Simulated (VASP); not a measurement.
Input of a VASP 6.6.1 run:

File INCAR:

```
SYSTEM = AlN
PREC = Accurate ; ENCUT = 520
EDIFF = 1E-7 ; ISMEAR = 0
SIGMA = 0.02 ; LREAL = .FALSE.
LASPH = .TRUE. ; NELM = 60
ALGO = Normal ; ISIF = 2
LWAVE = .FALSE. ; LCHARG = .FALSE.
GGA = PE ; IBRION = 2
NSW = 60 ; EDIFFG = -0.008
```

KPOINTS

```
regular mesh
0
G
  12 12 6
  0 0 0
```

The input POSCAR:

```
AlN
1.0
    3.1771615461      0.0000000000      0.0000000000
   -1.5885807730      2.7515026108      0.0000000000
    0.0000000000      0.0000000000      5.0933139724
Al N
2 2
Direct
    0.6666666667      0.3333333333      0.4992342259
    0.3333333333      0.6666666667      0.9992342259
    0.6666666667      0.3333333333      0.8807657741
    0.3333333333      0.6666666667      0.3807657741
```

Potentials or basis: VASP PAW PBE potentials, release 64 (Al, N).

Run with:

```sh
$ cat potpaw_PBE.64/Al/POTCAR potpaw_PBE.64/N/POTCAR > POTCAR
$ mpirun -np 1 vasp_std > vasp.out
```

(1) Estimate the energy gained by relaxing.

(2) Estimate the band gap on the k mesh.

Results:

(1) 0.0 meV/atom.

(2) 3.66 eV.

Caveat: the cell differs from its parent crystal (equal strain along all axes, cell held: +1.5 %).
